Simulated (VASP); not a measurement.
Here is a VASP 6.6.1 calculation.

File INCAR:

```
PREC = Accurate ; ENCUT = 520
EDIFF = 1E-7 ; ISMEAR = -1
SIGMA = 0.05 ; LREAL = False
LASPH = True ; NELM = 60
ALGO = Normal ; ISIF = 2
LWAVE = False ; LCHARG = True
LELF = True ; LVHAR = True
NBANDS = 40
```

File KPOINTS:

```
Automatic mesh
0
Gamma
  6 6 3
```

Contents of POSCAR:

```
TiGeSb
1.0
    3.7984037699      0.0000000000      0.0000000000
    0.0000000000      3.7984037699      0.0000000000
    0.0000000000      0.0000000000      8.4271376599
Ti Ge Sb
2 2 2
Direct
    0.5000000000      0.0000000000      0.2487500000
    0.0000000000      0.5000000000      0.7512500000
    0.0000000000      0.0000000000      0.0000000000
    0.5000000000      0.5000000000      0.0000000000
    0.5000000000      0.0000000000      0.6155600000
    0.0000000000      0.5000000000      0.3844400000
```

Potentials or basis: VASP PAW LDA potentials, release 64 (Ti_sv, Ge_d, Sb).

The run is started by

```console
$ cat potpaw_LDA.64/Ti_sv/POTCAR potpaw_LDA.64/Ge_d/POTCAR potpaw_LDA.64/Sb/POTCAR > POTCAR
$ mpirun -np 1 vasp_std > vasp.out
```

Problem. Predict the pressure.

Solution. -11.1 GPa.

Problem. Predict the largest force.

Solution. 0.155 eV/Å.

Problem. Predict the band gap on the k mesh.

Solution. Zero (band 31 reaches 8.51 eV, above the bottom of band 32 at 6.52 eV).

Forces in eV/Å, atoms in the order of the input:
```
Ti   0.000  0.000 -0.155
Ti   0.000  0.000  0.155
Ge   0.000  0.000  0.000
Ge   0.000  0.000  0.000
Sb   0.000  0.000  0.132
Sb   0.000  0.000 -0.132
```

Caveat: spin-orbit coupling is left out, which moves the levels of the heavy elements.
